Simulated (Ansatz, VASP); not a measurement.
**WC in VASP and in Ansatz**

Contents of POSCAR:

```
WC
1.0
    2.9150039432      0.0000000000      0.0000000000
   -1.4575019716      2.4993483877      0.0000000000
    0.0000000000      0.0000000000      2.8290000000
W C
1 1
Direct
    0.0000000000      0.0000000000      0.0000000000
    0.6666666667      0.3333333333      0.5000000000
```

The input INCAR.step1:

```
PREC = Accurate
ENCUT = 520
ISMEAR = 0
SIGMA = 0.15
LREAL = False
LASPH = True
NELM = 60
NBANDS = 16
GGA = PE
ALGO = Normal
EDIFF = 1E-4
LWAVE = True
LCHARG = False
```

Contents of INCAR.step2:

```
PREC = Accurate
ENCUT = 520
EDIFF = 1E-6
ISMEAR = 0
SIGMA = 0.15
LREAL = False
LASPH = True
NELM = 60
ALGO = Normal
ISIF = 2
LWAVE = False
LCHARG = True
METAGGA = R2SCAN
LMIXTAU = True
LELF = True
LVHAR = True
NBANDS = 16
ISTART = 1
```

The input KPOINTS:

```
regular mesh
0
Gamma
  18 18 16
```

Input for Ansatz:

```yaml
crystal:
  lattice:
    - [2.9150039432, 0.0, 0.0]
    - [-1.4575019716, 2.4993483877, 0.0]
    - [0.0, 0.0, 2.829]
  atoms:
    - { symbol: W, position: [0.0, 0.0, 0.0] }
    - { symbol: C, position: [0.6666666667, 0.3333333333, 0.5] }
basis:
  ecutwfc: 500
kpoints:
  mp_grid: { grid: [18, 18, 16] }
hamiltonian:
  xc: r2scan
scf:
  occupations: { method: gaussian, width: 0.15 }
output:
  forces: true
  stress: true
  eigenvalues: true
```

Change from the starting cell: strain +0.0050 x Voigt [1, -1, 0, 0, 0, 0], atoms carried along.

Alike in both runs: task single point; functional r2SCAN; k mesh 18 × 18 × 16; occupations gaussian, width 0.15 eV; no spin polarisation.

|  | VASP | Ansatz |
| --- | --- | --- |
| version | VASP 6.6.1 | Ansatz 0.2.0 |
| potentials or method | VASP PAW PBE potentials, release 64 (W_sv, C), cutoff 520 eV | scalar-relativistic, plane waves, PAW |
| valence electrons in the cell | 18 | 18 |

|  | VASP | Ansatz | Ansatz less VASP |
| --- | --- | --- | --- |
| gap on the k mesh at the Fermi level (eV) | none | none | - |
| pressure (GPa) | 6.3 | 4.3 | -1.98 |
| traceless stress, the component that is largest in VASP (GPa) | 2.76 | 2.85 | +0.085 |
| rms of the force components (eV/Å) | 0.033 | 0.032 | -0.0009 |

VASP's potentials were made for PBE, not for r2SCAN. Atom by atom the forces differ by 0.001 eV/Å (rms over components). A gap of «none» marks a metal or a gap that the smearing closes.

Spin-orbit coupling is off throughout.
